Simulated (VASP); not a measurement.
Here is a VASP 6.6.1 calculation.

The input INCAR:

```
PREC     = Accurate       # precision mode
ENCUT    = 520            # plane-wave cutoff, eV
EDIFF    = 1E-6           # SCF threshold, eV
ISMEAR   = -1             # smearing method
SIGMA    = 0.02           # smearing width, eV
LREAL    = False          # projectors in reciprocal space
LASPH    = True           # aspherical terms in the spheres
NELM     = 60             # most SCF steps
ALGO     = Normal         # electronic algorithm
ISIF     = 2              # what is computed and relaxed
LWAVE    = False          # write WAVECAR
LCHARG   = False          # write CHGCAR
GGA      = PE             # functional
NBANDS   = 11             # bands
```

File KPOINTS:

```
regular mesh
0
Gamma
  10 10 10
```

Contents of POSCAR:

```
SiC
1.0
    0.0000000000      2.1897788131      2.1897788131
    2.1897788131      0.0000000000      2.1897788131
    2.1897788131      2.1897788131      0.0000000000
Si C
1 1
Direct
    0.0000000000      0.0000000000      0.0000000000
    0.2500000000      0.2500000000      0.2500000000
```

Potentials or basis: VASP PAW PBE potentials, release 64 (Si, C).

Launch:

```console
$ cat potpaw_PBE.64/Si/POTCAR potpaw_PBE.64/C/POTCAR > POTCAR
$ mpirun -np 1 vasp_std > vasp.out
```

(1) Predict the pressure.

(2) Estimate the band gap on the k mesh.

Answers

(1) 0.0 GPa.

(2) 1.37 eV, indirect (least direct gap 4.53 eV).
